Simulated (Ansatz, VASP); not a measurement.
**Two plane-wave programs on CsPbCl3**

```xyz
5
Lattice="5.7301 0.0000 0.0000 0.0000 5.7301 0.0000 0.0000 0.0000 5.7301" Properties=species:S:1:pos:R:3 pbc="T T T"
Cs    0.0000    0.0000    0.0000
Pb    2.8651    2.8651    2.8651
Cl    2.8651    2.8651    0.0000
Cl    0.0000    2.8651    2.8651
Cl    2.8651    0.0000    2.8651
```

Alike in both runs: functional PBE; k mesh 6 × 6 × 6; occupations gaussian, width 0.02 eV; no spin polarisation.

Ansatz relaxed the structure, and its values are those at the end. VASP's run is a single point on that final structure, the one shown.

|  | VASP | Ansatz |
| --- | --- | --- |
| version | VASP 6.6.1 | Ansatz 0.2.0 |
| potentials or method | VASP PAW PBE potentials, release 64 (Cs_sv, Pb_d, Cl), cutoff 520 eV | scalar-relativistic, plane waves, PAW |
| valence electrons in the cell | 44 | 44 |

|  | VASP | Ansatz | Ansatz less VASP |
| --- | --- | --- | --- |
| gap on the k mesh at the Fermi level (eV) | 2.21 | 2.20 | -0.008 |
| least direct gap on the mesh (eV) | 2.21 | 2.20 | -0.008 |
| pressure (GPa) | 0.0 | 0.1 | +0.05 |

With one functional, cell and mesh, what is left measures potentials, basis and numerics.

Neither program's run includes spin-orbit coupling.
